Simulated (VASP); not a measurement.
Input of a VASP 6.6.1 run:

The input INCAR:

```
SYSTEM = Hf5C3
PREC     = Accurate       ! precision mode
ENCUT    = 520            ! plane-wave cutoff, eV
EDIFF    = 1E-6           ! SCF threshold, eV
ISMEAR   = 0              ! smearing method
SIGMA    = 0.2            ! smearing width, eV
LREAL    = .FALSE.        ! projectors in reciprocal space
LASPH    = .TRUE.         ! aspherical terms in the spheres
NELM     = 100            ! most SCF steps
ALGO     = Normal         ! electronic algorithm
ISIF     = 2              ! what is computed and relaxed
LWAVE    = .FALSE.        ! write WAVECAR
LCHARG   = .FALSE.        ! write CHGCAR
GGA      = PE             ! functional
NBANDS   = 41             ! bands
```

File KPOINTS:

```
Automatic mesh
0
G
  4 4 4
  0 0 0
```

Contents of POSCAR:

```
Hf5C3
1.0
   -1.8109283977      3.0135681600      5.9284864477
    1.8109283977     -3.0135681600      5.9284864477
    1.8109283977      3.0135681600     -5.9284864477
Hf C
5 3
Direct
    0.6050124510      0.3527319786      0.2522804723
    0.1004515063      0.3527319786      0.7477195277
    0.3949875490      0.6472680214      0.7477195277
    0.8995484937      0.6472680214      0.2522804723
    0.5000000000      0.0000000000      0.5000000000
    0.3060513609      0.8060513609      0.5000000000
    0.6939486391      0.1939486391      0.5000000000
    0.0000000000      0.5000000000      0.5000000000
```

Potentials or basis: VASP PAW PBE potentials, release 64 (Hf_pv, C).

Command:

```bash
$ cat potpaw_PBE.64/Hf_pv/POTCAR potpaw_PBE.64/C/POTCAR > POTCAR
$ mpirun -np 1 vasp_std > vasp.out
```

(1) What does it give for the band gap on the k mesh?

(2) Estimate the largest force.

(3) Estimate the pressure.

Answers

(1) zero (bands 31 and 32 overlap by 0.96 eV).

(2) 0.045 eV/Å.

(3) -0.5 GPa.

Caveat: the k points lie up to 0.45 Å⁻¹ apart, too coarse for converged energies and pressures of a metal; spin-orbit coupling is left out, which moves the levels of the heavy elements.
